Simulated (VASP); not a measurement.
# HfC (NiAs type) (P6_3/mmc) in VASP: relaxation of cell and atoms with PBE

Aim: the relaxation of cell and atoms of HfC (NiAs type) with PBE.

Program: VASP 6.6.1. These are calculated values, not measurements. Logs are shortened: lines on timing, memory, paths and dates and some standing lists are left out, and cuts for length are marked.

### 1 The cell of the first run

Symmetry: P6_3/mmc, No. 194, hexagonal system. The conventional cell has a = 3.347 Å, b = 3.347 Å, c = 5.187 Å, α = 90.00°, β = 90.00°, γ = 120.00°. Hf (site symmetry -3m) has 6 C at 2.33 Å and 2 Hf at 2.59 Å within 3.1 Å. Within 3.1 Å of C (site symmetry -6m2) lie 6 Hf at 2.33 Å.

### 2 Relaxation of cell and atoms, PBE, target pressure 0.032 GPa, at which the enthalpy is minimised

File INCAR:

```
PREC = Accurate
ENCUT = 600
EDIFF = 1E-7
ISMEAR = -1
SIGMA = 0.1
LREAL = F
LASPH = T
NELM = 60
ALGO = Normal
ISIF = 3
LWAVE = F
LCHARG = F
GGA = PE
IBRION = 2
NSW = 60
EDIFFG = -0.005
PSTRESS = 0.32
```

File KPOINTS:

```
Automatic mesh
0
Gamma
  10 10 6
```

File POSCAR:

```
HfC
1.0
    3.3465623344      0.0000000000      0.0000000000
   -1.6732811672      2.8982079969      0.0000000000
    0.0000000000      0.0000000000      5.1871716182
Hf C
2 2
Direct
    0.0000000000      0.0000000000      0.0000000000
    0.0000000000      0.0000000000      0.5000000000
    0.3333333333      0.6666666667      0.2500000000
    0.6666666667      0.3333333333      0.7500000000
```

Potentials or basis: VASP PAW PBE potentials, release 64 (Hf_pv, C).

The run is started by

```
cat potpaw_PBE.64/Hf_pv/POTCAR potpaw_PBE.64/C/POTCAR > POTCAR
mpirun -np 1 vasp_std > vasp.out
```

OUTCAR:

```text
PREC = Accurate
   ENCUT = 600
   EDIFF = 1E-7
   ISMEAR = -1
   LREAL = F
   LASPH = T
   NELM = 60
   ISIF = 3
   GGA = PE
   IBRION = 2
   NSW = 60
   EDIFFG = -0.005
   PSTRESS = 0.32

 ion  position               nearest neighbor table
   1  0.000  0.000  0.000-   3 2.33   4 2.33   3 2.33   4 2.33   4 2.33   3 2.33   2 2.59   2 2.59

   2  0.000  0.000  0.500-   3 2.33   4 2.33   3 2.33   4 2.33   4 2.33   3 2.33   1 2.59   1 2.59

   3  0.333  0.667  0.250-   1 2.33   2 2.33   1 2.33   2 2.33   1 2.33   2 2.33
   4  0.667  0.333  0.750-   1 2.33   2 2.33   1 2.33   2 2.33   1 2.33   2 2.33

  LATTYP: Found a hexagonal cell.
 ALAT       =     3.3465623344
 C/A-ratio  =     1.5500000000

  Lattice vectors:

 A1 = (   3.3465623344,   0.0000000000,   0.0000000000)
 A2 = (  -1.6732811672,   2.8982079969,   0.0000000000)
 A3 = (   0.0000000000,   0.0000000000,   5.1871716182)

Analysis of symmetry for initial positions (statically):
=====================================================================
 Subroutine PRICEL returns:
 Original cell was already a primitive cell.

 Routine SETGRP: Setting up the symmetry group for a
 hexagonal supercell.

 Subroutine GETGRP returns: Found 24 space group operations
 (whereof 12 operations were pure point group operations)
 out of a pool of 24 trial point group operations.

The static configuration has the point symmetry D_3d.
 The point group associated with its full space group is D_6h.

Analysis of symmetry for dynamics (positions and initial velocities):
=====================================================================
 Subroutine PRICEL returns:
 Original cell was already a primitive cell.

 Routine SETGRP: Setting up the symmetry group for a
 hexagonal supercell.

 Subroutine GETGRP returns: Found 24 space group operations
 (whereof 12 operations were pure point group operations)
 out of a pool of 24 trial point group operations.

The dynamic configuration has the point symmetry D_3d.
 The point group associated with its full space group is D_6h.

 Subroutine INISYM returns: Found 24 space group operations
 (whereof 12 operations are pure point group operations),
 and found     1 'primitive' translations

----------------------------------------------------------------------------------------

                                     Primitive cell

  volume of cell :      50.3106

  direct lattice vectors                    reciprocal lattice vectors
     3.346562334  0.000000000  0.000000000     0.298814096  0.172520399  0.000000000
    -1.673281167  2.898207997  0.000000000     0.000000000  0.345040798  0.000000000
     0.000000000  0.000000000  5.187171618     0.000000000  0.000000000  0.192783288

  length of vectors
     3.346562334  3.346562334  5.187171618     0.345040798  0.345040798  0.192783288

  position of ions in fractional coordinates (direct lattice)
     0.000000000  0.000000000  0.000000000
     0.000000000  0.000000000  0.500000000
     0.333333333  0.666666667  0.250000000
     0.666666667  0.333333333  0.750000000

  ion indices of the primitive-cell ions
   primitive index   ion index
                 1           1
                 2           2
                 3           3
                 4           4

----------------------------------------------------------------------------------------

 KPOINTS: Automatic mesh

Automatic generation of k-mesh.
 Grid dimensions read from file:
 generate k-points for:   10   10    6

 Generating k-lattice:

  Cartesian coordinates                     Fractional coordinates (reciprocal lattice)
     0.029881410  0.017252040  0.000000000     0.100000000  0.000000000  0.000000000
     0.000000000  0.034504080  0.000000000     0.000000000  0.100000000  0.000000000
     0.000000000  0.000000000  0.032130548     0.000000000  0.000000000  0.166666667

  Length of vectors
     0.034504080  0.034504080  0.032130548

  Shift w.r.t. Gamma in fractional coordinates (k-lattice)
     0.000000000  0.000000000  0.000000000

 Subroutine IBZKPT returns following result:
 ===========================================

 Found     56 irreducible k-points:

 Following reciprocal coordinates:
            Coordinates               Weight
  0.000000  0.000000  0.000000      1.000000
  0.100000  0.000000  0.000000      6.000000
  0.200000  0.000000  0.000000      6.000000
  0.300000  0.000000  0.000000      6.000000
  0.400000  0.000000  0.000000      6.000000
  0.500000  0.000000  0.000000      3.000000
[... 16 lines left out ...]
  0.300000  0.100000  0.166667     24.000000
  0.400000  0.100000  0.166667     24.000000
 [... further k-points ...]
   k-points           NKPTS =     56   k-points in BZ     NKDIM =     56   number of bands    NBANDS=     18
   number of dos      NEDOS =    301   number of ions     NIONS =      4
   total plane-waves  NPLWV =  32928
   dimension x,y,z NGX =    28 NGY =   28 NGZ =   42
   dimension x,y,z NGXF=    56 NGYF=   56 NGZF=   84
   ions per type =               2   2
   NGX,Y,Z   is equivalent  to a cutoff of  13.91, 13.91, 13.46 a.u.
   NGXF,Y,Z  is equivalent  to a cutoff of  27.82, 27.82, 26.92 a.u.
 SYSTEM =  unknown system
   PREC   = accura    normal or accurate (medium, high low for compatibility)
   ISTART =      0    job   : 0-new  1-cont  2-samecut
   ICHARG =      2    charge: 1-file 2-atom 10-const
   ISPIN  =      1    spin polarized calculation?
   LNONCOLLINEAR =      F non collinear calculations
   LSORBIT =      F    spin-orbit coupling
   LASPH  =      T    aspherical Exc in radial PAW
   ENCUT  =  600.0 eV  44.10 Ry    6.64 a.u.   6.68  6.68 10.36*2*pi/ulx,y,z
   NELM   =     60;   NELMIN=  2; NELMDL= -5     # of ELM steps
   EDIFF  = 0.1E-06   stopping-criterion for ELM
   LREAL  =      F    real-space projection
   EDIFFG = -.5E-02   stopping-criterion for IOM
   NSW    =     60    number of steps for IOM
   IBRION =      2    ionic relax: 0-MD 1-quasi-New 2-CG
   NFREE  =      1    steps in history (QN), initial steepest desc. (CG)
   ISIF   =      3    stress and relaxation
   ISYM   =      2    0-nonsym 1-usesym 2-fastsym
   POTIM  = 0.5000    time-step for ionic-motion
   TEBEG  =    0.0;   TEEND  =   0.0 temperature during run
   PSTRESS=    0.3 pullay stress
   NELECT =      28.0000    total number of electrons
   NUPDOWN=      -1.0000    fix difference up-down
   EMIN   =  10.00;   EMAX   =-10.00  energy-range for DOS
   EFERMI =   0.00;   METHOD = LEGACY
   ISMEAR =    -1;   SIGMA  =   0.10  broadening in eV -4-tet -1-fermi 0-gaus
   EFERMI_NEDOS =   21; number of points for ismear=-14 and -15
   IALGO  =     38    algorithm
   IMIX   =      4    mixing-type and parameters
     AMIX     =   0.40;   BMIX     =  1.00
     AMIX_MAG =   1.60;   BMIX_MAG =  1.00
  volume/ion in A,a.u.               =      12.58        84.88
  Fermi-wavevector in a.u.,A,eV,Ry     =   1.346608  2.544720 24.672162  1.813353
  Thomas-Fermi vector in A             =   2.474426
   LORBIT       =      0    0 simple, 1 ext, 2 COOP (PROOUT), +10 PAW based schemes
   GGA     = PE    functional components
   LHFCALC =     F    Hartree Fock is set to
   AEXX    =    0.0000 exact exchange contribution
   IVDW    =     0    specifies the selected vdW correction
   LEPSILON=     F    determine dielectric tensor
   LRPA    =     F    only Hartree local field effects (RPA)
 conjugate gradient relaxation of ions
 non-spin polarized calculation
  energy-cutoff  :      600.00
  volume of cell :       50.31
 maximum number of plane-waves:      1701
 NGX is ok and might be reduce to    28
   NGX = 13   NGY = 13   NGZ = 21

--------------------------------------- Ionic step        1  -------------------------------------------

 number of electron      27.9999999 magnetization

 Free energy of the ion-electron system (eV)
  ---------------------------------------------------
  ext. energy  EPLUGINS =         0.00000000
  ---------------------------------------------------
  free energy    TOTEN  =       -38.83875787 eV

  energy without entropy =      -38.79688320  energy(sigma->0) =      -38.81782053

------------------------ aborting loop because EDIFF is reached ----------------------------------------

  FORCE on cell =-STRESS in cart. coord.  units (eV):
  Direction    XX          YY          ZZ          XY          YZ          ZX
  --------------------------------------------------------------------------------------
  -------------------------------------------------------------------------------------
  Total       -2.0332149     -2.0332149     20.6930897     -0.0000000      0.0000000      0.0000000
  in kB      -64.7492572    -64.7492572    658.9869851     -0.0000000      0.0000000      0.0000000
  external PRESSURE =     176.1761569 kB  Pullay stress =       0.3200000 kB
[... 103 lines left out ...]
  energy  without entropy=      -39.8979666283  energy(sigma->0) =      -39.91257743

  enthalpy is  TOTEN    =       -39.9162199441 eV   P V=        0.0109682907

[... ionic steps 4 to 8 ...]

--------------------------------------- Ionic step        9  -------------------------------------------

 number of electron      28.0000004 magnetization

------------------------ aborting loop because EDIFF is reached ----------------------------------------
[... 75 lines left out ...]
--------------------------------------- Ionic step       11  -------------------------------------------

 number of electron      28.0000004 magnetization

 Free energy of the ion-electron system (eV)
  ---------------------------------------------------
  ext. energy  EPLUGINS =         0.00000000
  ---------------------------------------------------
  free energy    TOTEN  =       -39.96819493 eV

  energy without entropy =      -39.93886604  energy(sigma->0) =      -39.95353049

 E-fermi :   5.3755     XC(G=0): -11.9708

 val. band max:        5.3449503119   @ k =   0.1000   0.0000   0.0000
 cond. band min:       5.3900569321   @ k =   0.4000   0.0000   0.1667
 fundamental gap:      0.0451066202
 Fermi energy:         5.3755377587

 k-point     1 :       0.0000    0.0000    0.0000
  band No.  band energies     occupation
      1     -25.1056      2.00000
      2     -24.3901      2.00000
      3     -24.3901      2.00000
      4     -24.2760      2.00000
      5     -24.2760      2.00000
      6     -24.0145      2.00000
[... 481 lines left out ...]
      5     -24.4233      2.00000
      6     -24.0246      2.00000
[... 10 lines left out ...]
     17      10.1317      0.00000
     18      11.0101      0.00000

 [... further k-points ...]

------------------------ aborting loop because EDIFF is reached ----------------------------------------

  FORCE on cell =-STRESS in cart. coord.  units (eV):
  Direction    XX          YY          ZZ          XY          YZ          ZX
  --------------------------------------------------------------------------------------
  -------------------------------------------------------------------------------------
  Total        0.0134217      0.0134217      0.0140670      0.0000000      0.0000000      0.0000000
  in kB        0.4052442      0.4052442      0.4247268      0.0000000      0.0000000      0.0000000
  external PRESSURE =       0.0917384 kB  Pullay stress =       0.3200000 kB
[... 23 lines left out ...]
  energy  without entropy=      -39.9388660437  energy(sigma->0) =      -39.95353049

  enthalpy is  TOTEN    =       -39.9575965183 eV   P V=        0.0105984105

 reached required accuracy - stopping structural energy minimisation
```

It took 11 min on 1 thread of Intel Xeon 8259CL, shared host; peak memory 0.23 GiB.

What came out:

```
Free energy                                                : -39.9682 eV
Relaxed volume                                             : 13.27 Å³/atom
Relaxed cell                                               : a = 3.262 Å, b = 3.262 Å, c = 5.758 Å, α = 90.00°, β = 90.00°, γ = 120.00°
Space group after relaxing (to 0.1 Å)                      : P6_3/mmc (No. 194)
Energy change on relaxing (the run minimises the enthalpy) : -282.4 meV/atom
Ionic steps                                                : 11
Pressure after relaxing                                    : 0.0 GPa
Band gap on the k mesh                                     : zero (bands 14 and 15 overlap by 1.55 eV)
```

Step by step:
```
step  energy change (eV)  largest force (eV/Å)  pressure (GPa)  volume (Å³)
   1              0.0000                0.0000           17.65        50.31
   2              0.1487                0.0000          -21.92        59.80
   3             -1.0884                0.0000           -6.63        54.92
   4             -1.0925                0.0000           -5.50        54.65
   5             -1.0969                0.0000            5.37        51.72
   6             -1.1294                0.0000           -0.18        53.11
   7             -1.1294                0.0000           -0.07        53.08
   8             -1.1294                0.0000            0.28        53.01
   9             -1.1294                0.0000            0.12        53.04
  10             -1.1294                0.0000           -0.02        53.08
  11             -1.1294                0.0000            0.04        53.06
```

Final structure:
```
Hf C
1.0
     3.26206    0.00000    0.00000
    -1.63103    2.82503    0.00000
     0.00000    0.00000    5.75820
Hf C
2 2
Cartesian
  0.0000 0.0000 0.0000
  0.0000 0.0000 2.8791
  0.0000 1.8834 1.4396
  1.6310 0.9417 4.3187
```

Levels at points of the mesh, in eV from the Fermi level:
```csv
k point,band 12,band 13,band 14,band 15,band 16,band 17
"(0.00, 0.00, 0.00)",-1.11,0.82,1.42,1.42,2.14,2.14
"(0.50, 0.00, 0.00)",-1.80,-1.02,-0.96,0.37,2.13,5.53
"(0.00, 0.00, 0.50)",-1.10,-1.10,-1.10,2.91,2.91,3.21
"(0.50, 0.00, 0.50)",-1.83,-1.30,-1.30,1.17,1.17,5.91
```

Caveat: the cell is relaxed towards a set pressure, so the run minimises the enthalpy, not the energy; spin-orbit coupling is left out, which moves the levels of the heavy elements.

The gap in the log of VASP goes by the Fermi energy; the results here count the filled bands.